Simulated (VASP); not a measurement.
A run of VASP 6.6.1 is set up as follows.

The input INCAR:

```
SYSTEM = InSb3
PREC     = Accurate       ! precision mode
ENCUT    = 520            ! plane-wave cutoff, eV
EDIFF    = 1E-7           ! SCF threshold, eV
ISMEAR   = 0              ! smearing method
SIGMA    = 0.15           ! smearing width, eV
LREAL    = .False.        ! projectors in reciprocal space
LASPH    = .True.         ! aspherical terms in the spheres
NELM     = 60             ! most SCF steps
ALGO     = Normal         ! electronic algorithm
ISIF     = 2              ! what is computed and relaxed
LWAVE    = .False.        ! write WAVECAR
LCHARG   = .False.        ! write CHGCAR
GGA      = PS             ! functional
IVDW     = 12             ! dispersion correction
NBANDS   = 22             ! bands
```

The input KPOINTS:

```
regular mesh
0
Gamma
  12 12 12
  0 0 0
```

POSCAR

```
InSb3
1.0
    0.0000000000      3.6620664019      3.4972734138
    3.6620664019      0.0000000000      3.4972734138
    3.6620664019      3.6620664019      0.0000000000
In Sb
1 3
Direct
    0.0000000000      0.0000000000      0.0000000000
    0.2500000000      0.2500000000      0.2500000000
    0.7500000000      0.7500000000      0.7500000000
    0.5000000000      0.5000000000      0.5000000000
```

Potentials or basis: VASP PAW PBE potentials, release 64 (In_d, Sb).

Launch:

```console
$ cat potpaw_PBE.64/In_d/POTCAR potpaw_PBE.64/Sb/POTCAR > POTCAR
$ mpirun -np 1 vasp_std > vasp.out
```

Predict the band gap on the k mesh.

zero (bands 14 and 15 overlap by 3.82 eV).

What does it give for the dispersion energy per atom?

-0.537 eV.

Estimate the pressure.

4.2 GPa.

Stress tensor (GPa, compression positive):
```
3.82 0.00 0.00
0.00 3.82 0.00
0.00 0.00 4.84
```

Caveat: the cell differs from its parent crystal (strain -0.0450 x Voigt [0, 0, 1, 0, 0, 0]); the cell stands under pressure; the PAW data sets were made with another functional, which shifts forces and pressure a little; spin-orbit coupling is left out, which moves the levels of the heavy elements.
